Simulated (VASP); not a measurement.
Nb3Cr: single point with LDA

The system is Nb3Cr.

```
CELL_PARAMETERS angstrom
0.00000 3.21889 3.21889
3.21889 0.00000 3.21889
3.21889 3.21889 0.00000
ATOMIC_POSITIONS crystal
Nb 0.75000 0.75000 0.75000
Nb 0.25000 0.25000 0.25000
Nb 0.50000 0.50000 0.50000
Cr 0.00000 0.00000 0.00000
```

```
Program                : VASP 6.6.1
Task                   : single point
Functional             : LDA
Potentials or basis    : VASP PAW LDA potentials, release 64 (Nb_sv, Cr_pv)
Cutoff                 : 520 eV
k mesh                 : 2 × 2 × 2
Occupations            : gaussian, width 0.1 eV
Spin                   : collinear spin, ferromagnetic start
Starting moments       : [0.0, 0.0, 0.0, 3.0] μB
Dipole correction      : no
Further INCAR settings : ALGO = Normal; EDIFF = 1e-06; NBANDS = 38
```

| Item | Value |
| --- | --- |
| Pressure | -18.9 GPa |
| Net moment | 0.00 μB per cell |
| Valence electrons inside the program's atomic spheres | Nb 10.75, 10.87; Cr 10.79 |

Levels at points of the mesh, in eV from the Fermi level:
Spin up:
```csv
k point,band 25,band 26,band 27,band 28,band 29,band 30
"(0.00, 0.00, 0.00)",-0.14,-0.14,-0.14,1.29,1.29,3.68
"(0.50, 0.00, 0.00)",-1.46,-1.34,-1.34,1.65,1.65,2.31
"(0.50, 0.50, 0.00)",0.16,0.56,0.56,0.86,1.49,2.06
```
Spin down:
```csv
k point,band 23,band 24,band 25,band 26,band 27,band 28,band 29,band 30,band 31,band 32
"(0.00, 0.00, 0.00)",-1.21,-1.21,-0.14,-0.14,-0.14,1.29,1.29,3.68,3.68,4.17
"(0.50, 0.00, 0.00)",-1.50,-1.46,-1.46,-1.34,-1.34,1.65,1.65,2.31,2.31,2.92
"(0.50, 0.50, 0.00)",-1.33,0.16,0.16,0.56,0.56,0.86,1.49,2.06,2.06,2.24
```

Run time: 36 s on 1 thread of AMD EPYC 7R13 Processor (Zen 3), with other jobs on the host, peak memory 0.15 GiB.

Caveat: the k points lie up to 0.85 Å⁻¹ apart; the starting moments collapsed, and a magnetic state may lie lower.
